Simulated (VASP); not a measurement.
Wanted: the native input for a VASP 6.6.1 run.

| Property | Result |
| --- | --- |
| Task | single point |
| Functional | PBE |
| Potentials or basis | VASP PAW PBE potentials, release 64 (Zn, S) |
| Cutoff | 520 eV |
| k mesh | 10 × 10 × 6 |
| Occupations | fermi-dirac, width 0.02 eV |
| Spin | no spin polarisation |
| Dipole correction | no |
| Further INCAR settings | ALGO = Normal; EDIFF = 1e-07; NBANDS = 26 |

The structure of ZnS lies in POSCAR:

```
ZnS
1.0
    3.8057964671      0.0000000000      0.0000000000
   -1.9028982335      3.2959164221      0.0000000000
    0.0000000000      0.0000000000      6.2379816300
Zn S
2 2
Direct
    0.3333333300      0.6666666700      0.0161705063
    0.6666666700      0.3333333300      0.5001396800
    0.3333333300      0.6666666700      0.3748603200
    0.6666666700      0.3333333300      0.8748603200
```

These files were run (other wordings do the same):

INCAR

```
SYSTEM = ZnS
ALGO = Normal ; EDIFF = 1E-7
ENCUT = 520 ; GGA = PE
ISIF = 2 ; ISMEAR = -1
LASPH = .TRUE. ; LCHARG = .TRUE.
LELF = .TRUE. ; LREAL = .FALSE.
LVHAR = .TRUE. ; LWAVE = .FALSE.
NBANDS = 26 ; NELM = 100
PREC = Accurate ; SIGMA = 0.02
```

KPOINTS

```
k-points
0
G
  10 10 6
  0 0 0
```

Potentials or basis: VASP PAW PBE potentials, release 64 (Zn, S).

Run with:

```bash
$ cat potpaw_PBE.64/Zn/POTCAR potpaw_PBE.64/S/POTCAR > POTCAR
$ mpirun -np 1 vasp_std > vasp.out
```

Results of the run:

| Item | Value |
| --- | --- |
| Pressure | 2.6 GPa |
| Largest force | 0.929 eV/Å |
| Band gap on the k mesh | 2.16 eV, direct |

Run time: 77 s on 1 thread of Intel(R) Xeon(R) Platinum 8559C (Emerald Rapids), on a shared host, peak memory 0.26 GiB.
